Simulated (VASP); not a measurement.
Set up this calculation in VASP 6.6.1, as the native input.

* Task: single point
* Functional: PBE
* Potentials or basis: VASP PAW PBE potentials, release 64 (Al, H, Cl)
* Cutoff: 520 eV
* k mesh: 3 × 3 × 6
* Occupations: gaussian, width 0.1 eV
* Spin: no spin polarisation
* Dipole correction: no
* Further INCAR settings: ALGO = Normal; EDIFF = 1e-07; NBANDS = 25

The structure of Al2H3Cl3 lies in POSCAR:

```
Al2H3Cl3
1.0
    7.1846524500      0.0000000000      0.0000000000
   -3.5923262300      6.2220915400      0.0000000000
    0.0000000000      0.0000000000      3.0332888300
Al H Cl
2 3 3
Direct
    0.3333333300      0.6666666700      0.0000000000
    0.6666666700      0.3333333300      0.0000000000
    0.4189251100      0.0000000000      0.5000000000
    0.5810748900      0.5810748900      0.5000000000
    0.0000000000      0.4189251100      0.5000000000
    0.7632660300      0.0000000000      0.0000000000
    0.2367339700      0.2367339700      0.0000000000
    0.0000000000      0.7632660300      0.0000000000
```

The cell was built from a structure type or drawn by symmetry, and may not be a known phase.

One way to write it, as run:

INCAR

```
SYSTEM = Al2H3Cl3
ALGO = Normal ; EDIFF = 1E-7
ENCUT = 520 ; GGA = PE
ISIF = 2 ; ISMEAR = 0
LASPH = .TRUE. ; LCHARG = .FALSE.
LREAL = .FALSE. ; LWAVE = .FALSE.
NBANDS = 25 ; NELM = 100
PREC = Accurate ; SIGMA = 0.1
```

KPOINTS

```
k-points
0
G
  3 3 6
  0 0 0
```

Potentials or basis: VASP PAW PBE potentials, release 64 (Al, H, Cl).

Command:

```bash
$ cat potpaw_PBE.64/Al/POTCAR potpaw_PBE.64/H/POTCAR potpaw_PBE.64/Cl/POTCAR > POTCAR
$ mpirun -np 1 vasp_std > vasp.out
```

Results of the run:

* Pressure: -9.7 GPa
* Largest force: 1.317 eV/Å
* Band gap on the k mesh: zero (bands 15 and 16 overlap by 0.26 eV)

Caveat: the cell stands under tension; forces of over 1 eV/Å act on the atoms, so gaps and moduli don't describe the material at rest.

Run time: 22 s on 1 thread of Intel(R) Xeon(R) 6975P-C (Granite Rapids), with other jobs on the host, peak memory 0.25 GiB.
